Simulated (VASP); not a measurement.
# Li3SiS2 (R-3m) in VASP: relaxation of cell and atoms with PBE

Aim: the relaxation of cell and atoms of Li3SiS2 with PBE.

Everything below comes from runs of VASP 6.6.1. Logs are shortened: lines on timing, memory, paths and dates and some standing lists are left out, and cuts for length are marked.

## Step 1: The cell of the first run

The structure is trigonal, space group R-3m (No. 166). The conventional cell has a = 6.776 Å, b = 6.776 Å, c = 10.614 Å, α = 90.00°, β = 90.00°, γ = 120.00°. Within 3.0 Å of Li (site symmetry 2/m) lie 2 S at 2.27 Å. Si (site symmetry -3m) has 2 S at 2.39 Å within 3.2 Å. S (site symmetry 3m) has 3 Li at 2.27 Å and 1 Si at 2.39 Å within 3.0 Å.

## Step 2: Relaxation of cell and atoms, PBE

INCAR reads:

```
PREC = Accurate ; ENCUT = 600
EDIFF = 1E-6 ; ISMEAR = 0
SIGMA = 0.1 ; LREAL = False
LASPH = True ; NELM = 80
ALGO = Normal ; ISIF = 3
LWAVE = False ; LCHARG = False
GGA = PE ; IBRION = 2
NSW = 100 ; EDIFFG = -0.01
```

KPOINTS reads:

```
Automatic mesh
0
Gamma
  6 6 6
```

POSCAR reads:

```
Li3SiS2
1.0
    3.3880259238      1.9560776791      3.5380036833
   -3.3880259238      1.9560776791      3.5380036833
    0.0000000000     -3.9121553582      3.5380036833
Li Si S
3 1 2
Direct
    0.0000000000      0.5000000000      0.0000000000
    0.5000000000      0.0000000000      0.0000000000
    0.0000000000      0.0000000000      0.5000000000
    0.5000000000      0.5000000000      0.5000000000
    0.7254456124      0.7254456124      0.7254456124
    0.2745543876      0.2745543876      0.2745543876
```

Potentials or basis: VASP PAW PBE potentials, release 64 (Li_sv, Si, S).

The run is started by

```bash
> cat potpaw_PBE.64/Li_sv/POTCAR potpaw_PBE.64/Si/POTCAR potpaw_PBE.64/S/POTCAR > POTCAR
> mpirun -np 1 vasp_std > vasp.out
```

OUTCAR:

```text
PREC = Accurate
   ENCUT = 600
   EDIFF = 1E-6
   ISMEAR = 0
   LREAL = False
   LASPH = True
   NELM = 80
   ISIF = 3
   GGA = PE
   IBRION = 2
   NSW = 100
   EDIFFG = -0.01

 ion  position               nearest neighbor table
   1  0.000  0.500  0.000-   5 2.27   6 2.27
   2  0.500  0.000  0.000-   5 2.27   6 2.27
   3  0.000  0.000  0.500-   5 2.27   6 2.27
   4  0.500  0.500  0.500-   5 2.39   6 2.39
   5  0.725  0.725  0.725-   3 2.27   2 2.27   1 2.27   4 2.39
   6  0.275  0.275  0.275-   3 2.27   2 2.27   1 2.27   4 2.39

  LATTYP: Found a trigonal (rhomboedric) cell.
 ALAT       =     5.2746971107
 COS(alpha) =     0.1748585712

  Lattice vectors:

 A1 = (   3.3880259238,   1.9560776791,   3.5380036833)
 A2 = (  -3.3880259238,   1.9560776791,   3.5380036833)
 A3 = (   0.0000000000,  -3.9121553582,   3.5380036833)

Analysis of symmetry for initial positions (statically):
=====================================================================
 Subroutine PRICEL returns:
 Original cell was already a primitive cell.

 Routine SETGRP: Setting up the symmetry group for a
 trigonal (rhombohedral) supercell.

 Subroutine GETGRP returns: Found 12 space group operations
 (whereof 12 operations were pure point group operations)
 out of a pool of 12 trial point group operations.

The static configuration has the point symmetry D_3d.

Analysis of symmetry for dynamics (positions and initial velocities):
=====================================================================
 Subroutine PRICEL returns:
 Original cell was already a primitive cell.

 Routine SETGRP: Setting up the symmetry group for a
 trigonal (rhombohedral) supercell.

 Subroutine GETGRP returns: Found 12 space group operations
 (whereof 12 operations were pure point group operations)
 out of a pool of 12 trial point group operations.

The dynamic configuration has the point symmetry D_3d.

 Subroutine INISYM returns: Found 12 space group operations
 (whereof 12 operations are pure point group operations),
 and found     1 'primitive' translations

----------------------------------------------------------------------------------------

                                     Primitive cell

  volume of cell :     140.6832

  direct lattice vectors                    reciprocal lattice vectors
     3.388025924  1.956077679  3.538003683     0.147578564  0.085204524  0.094215089
    -3.388025924  1.956077679  3.538003683    -0.147578564  0.085204524  0.094215089
     0.000000000 -3.912155358  3.538003683     0.000000000 -0.170409047  0.094215089

  length of vectors
     5.274697111  5.274697111  5.274697111     0.194719610  0.194719610  0.194719610

  position of ions in fractional coordinates (direct lattice)
     1.000000000  0.500000000  0.000000000
     0.500000000  1.000000000  0.000000000
     0.000000000  0.000000000  0.500000000
     0.500000000  0.500000000  0.500000000
     0.725445612  0.725445612  0.725445612
     0.274554388  0.274554388  0.274554388

  ion indices of the primitive-cell ions
   primitive index   ion index
                 1           1
                 2           2
                 3           3
                 4           4
                 5           5
                 6           6

----------------------------------------------------------------------------------------

 KPOINTS: Automatic mesh

Automatic generation of k-mesh.
 Grid dimensions read from file:
 generate k-points for:    6    6    6

 Generating k-lattice:

  Cartesian coordinates                     Fractional coordinates (reciprocal lattice)
     0.024596427  0.014200754  0.015702515     0.166666667 -0.000000000  0.000000000
    -0.024596427  0.014200754  0.015702515    -0.000000000  0.166666667  0.000000000
     0.000000000 -0.028401508  0.015702515     0.000000000  0.000000000  0.166666667

  Length of vectors
     0.032453268  0.032453268  0.032453268

  Shift w.r.t. Gamma in fractional coordinates (k-lattice)
     0.000000000  0.000000000  0.000000000

 Subroutine IBZKPT returns following result:
 ===========================================

 Found     32 irreducible k-points:

 Following reciprocal coordinates:
            Coordinates               Weight
  0.000000  0.000000  0.000000      1.000000
  0.166667 -0.000000 -0.000000      6.000000
  0.333333 -0.000000 -0.000000      6.000000
  0.500000 -0.000000  0.000000      3.000000
  0.166667  0.166667 -0.000000      6.000000
  0.333333  0.166667  0.000000     12.000000
[... 16 lines left out ...]
  0.500000  0.500000  0.166667      6.000000
 -0.333333  0.500000  0.166667     12.000000
 [... further k-points ...]
   k-points           NKPTS =     32   k-points in BZ     NKDIM =     32   number of bands    NBANDS=     16
   number of dos      NEDOS =    301   number of ions     NIONS =      6
   total plane-waves  NPLWV =  74088
   dimension x,y,z NGX =    42 NGY =   42 NGZ =   42
   dimension x,y,z NGXF=    84 NGYF=   84 NGZF=   84
   ions per type =               3   1   2
   NGX,Y,Z   is equivalent  to a cutoff of  13.24, 13.24, 13.24 a.u.
   NGXF,Y,Z  is equivalent  to a cutoff of  26.47, 26.47, 26.47 a.u.
 SYSTEM =  unknown system
   PREC   = accura    normal or accurate (medium, high low for compatibility)
   ISTART =      0    job   : 0-new  1-cont  2-samecut
   ICHARG =      2    charge: 1-file 2-atom 10-const
   ISPIN  =      1    spin polarized calculation?
   LNONCOLLINEAR =      F non collinear calculations
   LSORBIT =      F    spin-orbit coupling
   LASPH  =      T    aspherical Exc in radial PAW
   ENCUT  =  600.0 eV  44.10 Ry    6.64 a.u.  10.53 10.53 10.53*2*pi/ulx,y,z
   NELM   =     80;   NELMIN=  2; NELMDL= -5     # of ELM steps
   EDIFF  = 0.1E-05   stopping-criterion for ELM
   LREAL  =      F    real-space projection
   EDIFFG = -.1E-01   stopping-criterion for IOM
   NSW    =    100    number of steps for IOM
   IBRION =      2    ionic relax: 0-MD 1-quasi-New 2-CG
   NFREE  =      1    steps in history (QN), initial steepest desc. (CG)
   ISIF   =      3    stress and relaxation
   ISYM   =      2    0-nonsym 1-usesym 2-fastsym
   POTIM  = 0.5000    time-step for ionic-motion
   TEBEG  =    0.0;   TEEND  =   0.0 temperature during run
   PSTRESS=    0.0 pullay stress
   NELECT =      25.0000    total number of electrons
   NUPDOWN=      -1.0000    fix difference up-down
   EMIN   =  10.00;   EMAX   =-10.00  energy-range for DOS
   EFERMI =   0.00;   METHOD = LEGACY
   ISMEAR =     0;   SIGMA  =   0.10  broadening in eV -4-tet -1-fermi 0-gaus
   EFERMI_NEDOS =   21; number of points for ismear=-14 and -15
   IALGO  =     38    algorithm
   IMIX   =      4    mixing-type and parameters
     AMIX     =   0.40;   BMIX     =  1.00
     AMIX_MAG =   1.60;   BMIX_MAG =  1.00
  volume/ion in A,a.u.               =      23.45       158.23
  Fermi-wavevector in a.u.,A,eV,Ry     =   0.920395  1.739294 11.525851  0.847126
  Thomas-Fermi vector in A             =   2.045695
   LORBIT       =      0    0 simple, 1 ext, 2 COOP (PROOUT), +10 PAW based schemes
   GGA     = PE    functional components
   LHFCALC =     F    Hartree Fock is set to
   AEXX    =    0.0000 exact exchange contribution
   IVDW    =     0    specifies the selected vdW correction
   LEPSILON=     F    determine dielectric tensor
   LRPA    =     F    only Hartree local field effects (RPA)
 conjugate gradient relaxation of ions
 non-spin polarized calculation
 Gauss-broadening in eV      SIGMA  =   0.10
  energy-cutoff  :      600.00
  volume of cell :      140.68
 maximum number of plane-waves:      4733
   NGX = 21   NGY = 21   NGZ = 21

--------------------------------------- Ionic step        1  -------------------------------------------

 number of electron      24.9999993 magnetization

 Free energy of the ion-electron system (eV)
  ---------------------------------------------------
  ext. energy  EPLUGINS =         0.00000000
  ---------------------------------------------------
  free energy    TOTEN  =       -21.80494279 eV

  energy without entropy =      -21.78554760  energy(sigma->0) =      -21.79524519

------------------------ aborting loop because EDIFF is reached ----------------------------------------

  FORCE on cell =-STRESS in cart. coord.  units (eV):
  Direction    XX          YY          ZZ          XY          YZ          ZX
  --------------------------------------------------------------------------------------
  -------------------------------------------------------------------------------------
  Total        0.0846410      0.0846410      0.1205387     -0.0000000      0.0000000      0.0000000
  in kB        0.9639378      0.9639378      1.3727605     -0.0000000      0.0000000      0.0000000
  external PRESSURE =       1.1002120 kB  Pullay stress =       0.0000000 kB
[... 101 lines left out ...]
  FREE ENERGIE OF THE ION-ELECTRON SYSTEM (eV)
  ---------------------------------------------------
  free  energy   TOTEN  =       -21.8054054660 eV

  energy  without entropy=      -21.7859218576  energy(sigma->0) =      -21.79566366

[... ionic steps 4 to 7 ...]

--------------------------------------- Ionic step        8  -------------------------------------------

 number of electron      24.9999989 magnetization

------------------------ aborting loop because EDIFF is reached ----------------------------------------

  FORCE on cell =-STRESS in cart. coord.  units (eV):
  Direction    XX          YY          ZZ          XY          YZ          ZX
  --------------------------------------------------------------------------------------
  -------------------------------------------------------------------------------------
  Total       -0.0310709     -0.0310709      0.1101764     -0.0000000     -0.0000000      0.0000000
  in kB       -0.3533541     -0.3533541      1.2529823     -0.0000000     -0.0000000      0.0000000
  external PRESSURE =       0.1820914 kB  Pullay stress =       0.0000000 kB
[... 65 lines left out ...]
  energy  without entropy=      -21.7863836830  energy(sigma->0) =      -21.79605794

--------------------------------------- Ionic step       10  -------------------------------------------

 number of electron      24.9999985 magnetization

 Free energy of the ion-electron system (eV)
  ---------------------------------------------------
  ext. energy  EPLUGINS =         0.00000000
  ---------------------------------------------------
  free energy    TOTEN  =       -21.80582627 eV

  energy without entropy =      -21.78659378  energy(sigma->0) =      -21.79621002

 E-fermi :   1.7780     XC(G=0):  -7.4362

 val. band max:        1.7754532089   @ k =   0.1667   0.1667  -0.0000
 cond. band min:       1.7814041494   @ k =   0.5000   0.1667   0.1667
 fundamental gap:      0.0059509405
 Fermi energy:         1.7779569561

 k-point     1 :       0.0000    0.0000    0.0000
  band No.  band energies     occupation
      1     -44.3206      2.00000
      2     -44.3167      2.00000
      3     -44.3167      2.00000
      4     -10.8528      2.00000
      5     -10.4307      2.00000
      6      -4.7489      2.00000
[... 8 lines left out ...]
     15       4.5578      0.00000
     16       5.4706      0.00000
[... 420 lines left out ...]
  band No.  band energies     occupation
      1     -44.3191      2.00000
      2     -44.3180      2.00000
      3     -44.3168      2.00000
      4     -10.6251      2.00000
      5     -10.5433      2.00000
      6      -5.2717      2.00000
[... 8 lines left out ...]
     15       3.9187      0.00000
     16       5.8767      0.00000

 [... further k-points ...]
[... 5 lines left out ...]
  --------------------------------------------------------------------------------------
  -------------------------------------------------------------------------------------
  Total       -0.0070532     -0.0070532      0.0261301      0.0000000     -0.0000000     -0.0000000
  in kB       -0.0803639     -0.0803639      0.2977247      0.0000000     -0.0000000     -0.0000000
  external PRESSURE =       0.0456656 kB  Pullay stress =       0.0000000 kB
[... 21 lines left out ...]
  FREE ENERGIE OF THE ION-ELECTRON SYSTEM (eV)
  ---------------------------------------------------
  free  energy   TOTEN  =       -21.8058262699 eV

  energy  without entropy=      -21.7865937755  energy(sigma->0) =      -21.79621002

 reached required accuracy - stopping structural energy minimisation
```

Wall time 10 min (1 thread of Intel Xeon Platinum 8375C at 2.90GHz (Ice Lake), shared host); peak memory 0.31 GiB.

Results:

| Quantity | Value |
| --- | --- |
| Free energy | -21.8058 eV |
| Relaxed volume | 23.44 Å³/atom |
| Relaxed cell | a = 5.279 Å, b = 5.279 Å, c = 5.279 Å, α = 79.55°, β = 79.55°, γ = 79.55° |
| Space group after relaxing (to 0.1 Å) | R-3m (No. 166) |
| Energy gained by relaxing | 0.1 meV/atom |
| Ionic steps | 10 |
| Pressure after relaxing | 0.0 GPa |
| Largest force after relaxing | 0.004 eV/Å |
| Band gap on the k mesh | zero (an odd number of electrons rules out a gap without spin polarisation) |

Forces on the atoms (eV/Å):
```
Li   0.000  0.000  0.000
Li   0.000  0.000  0.000
Li   0.000  0.000  0.000
Si   0.000  0.000  0.000
S    0.000  0.000  0.004
S    0.000  0.000 -0.004
```

Step by step:
| step | energy change (eV) | largest force (eV/Å) | pressure (GPa) | volume (Å³) |
| --- | --- | --- | --- | --- |
| 1 | 0.0000 | 0.0454 | 0.11 | 140.68 |
| 2 | -0.0003 | 0.0310 | 0.04 | 141.01 |
| 3 | -0.0005 | 0.0149 | -0.03 | 141.39 |
| 4 | -0.0005 | 0.0103 | -0.03 | 141.31 |
| 5 | -0.0006 | 0.0054 | 0.00 | 141.07 |
| 6 | -0.0006 | 0.0364 | 0.06 | 140.59 |
| 7 | -0.0007 | 0.0160 | 0.02 | 140.91 |
| 8 | -0.0007 | 0.0143 | 0.02 | 140.88 |
| 9 | -0.0008 | 0.0104 | 0.01 | 140.79 |
| 10 | -0.0009 | 0.0041 | 0.00 | 140.62 |

Final structure:
```yaml
crystal:
  lattice:
    - [3.37748, 1.94999, 3.55845]
    - [-3.37748, 1.94999, 3.55845]
    - [0.00000, -3.89997, 3.55845]
  atoms:
    - { symbol: Li, position: [0.00000, 0.50000, 0.00000] }
    - { symbol: Li, position: [0.50000, 0.00000, 0.00000] }
    - { symbol: Li, position: [0.00000, 0.00000, 0.50000] }
    - { symbol: Si, position: [0.50000, 0.50000, 0.50000] }
    - { symbol: S, position: [0.72387, 0.72387, 0.72387] }
    - { symbol: S, position: [0.27613, 0.27613, 0.27613] }
```

Levels at points of the mesh, in eV from the Fermi level:
```
           k point  band 8  band 9  band 10  band 11  band 12  band 13  band 14  band 15  band 16
(0.00, 0.00, 0.00)   -2.75   -2.75    -2.28    -2.28    -1.49    -0.58    -0.58     2.78     3.69
(0.50, 0.00, 0.00)   -3.31   -2.94    -2.44    -1.98    -0.97    -0.41     0.89     2.58     3.26
(0.50, 0.50, 0.00)   -3.75   -2.82    -2.40    -2.21    -1.02     0.04     1.52     2.72     4.07
(0.50, 0.50, 0.50)   -3.64   -3.64    -2.30    -2.30    -0.23     1.14     1.14     1.79     4.88
```

Caveat: the cutoff is under 1.25 times the usual one of these potentials, so pressure, stress and relaxed cells hold a basis-set (Pulay) error.
